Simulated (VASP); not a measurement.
A run of VASP 6.6.1 is set up as follows.

File INCAR:

```
SYSTEM = CS3
ALGO = Normal
EDIFF = 1E-6
EDIFFG = -0.04
ENCUT = 600
GGA = PE
IBRION = 2
ISIF = 3
ISMEAR = 0
IVDW = 12
LASPH = .TRUE.
LCHARG = .FALSE.
LREAL = .FALSE.
LWAVE = .FALSE.
NELM = 60
NSW = 90
PREC = Accurate
SIGMA = 0.1
```

File KPOINTS:

```
k-points
0
G
  3 3 4
  0 0 0
```

POSCAR

```
CS3
1.0
    6.3045426000      0.0000000000      0.0000000000
   -3.1522713000      5.4598940500      0.0000000000
    0.0000000000      0.0000000000      4.6965183100
C S
2 6
Direct
    0.6666666700      0.3333333300      0.2500000000
    0.3333333300      0.6666666700      0.7500000000
    0.1508466300      0.3016932600      0.2500000000
    0.6983067400      0.8491533700      0.2500000000
    0.1508466300      0.8491533700      0.2500000000
    0.8491533700      0.1508466300      0.7500000000
    0.3016932600      0.1508466300      0.7500000000
    0.8491533700      0.6983067400      0.7500000000
```

Potentials or basis: VASP PAW PBE potentials, release 64 (C, S).

Run with:

```sh
$ cat potpaw_PBE.64/C/POTCAR potpaw_PBE.64/S/POTCAR > POTCAR
$ mpirun -np 1 vasp_std > vasp.out
```

Question: Predict the dispersion energy per atom.

Answer: -0.323 eV.

Question: What does it give for the relaxed cell?

Answer: a = 6.551 Å, b = 6.551 Å, c = 2.960 Å, α = 90.00°, β = 90.00°, γ = 120.00°.

Question: What does it give for the space group after relaxing (to 0.1 Å)?

Answer: P6_3/mmc (No. 194).

Question: Estimate the band gap on the k mesh.

Answer: Zero (bands 22 and 23 overlap by 2.13 eV).

Final structure:
```xyz
8
Lattice="6.5515 0.0000 0.0000 -3.2757 5.6738 0.0000 0.0000 0.0000 2.9597" Properties=species:S:1:pos:R:3 pbc="T T T"
C     3.2757    1.8913    0.7399
C     0.0000    3.7825    2.2198
S     0.0000    2.1686    0.7399
S     1.3977    4.5895    0.7399
S    -1.3977    4.5895    0.7399
S     4.6734    1.0843    2.2198
S     1.8781    1.0843    2.2198
S     3.2757    3.5052    2.2198
```

Caveat: the k points lie up to 0.53 Å⁻¹ apart in the final cell, too coarse for converged energies and pressures of a metal.
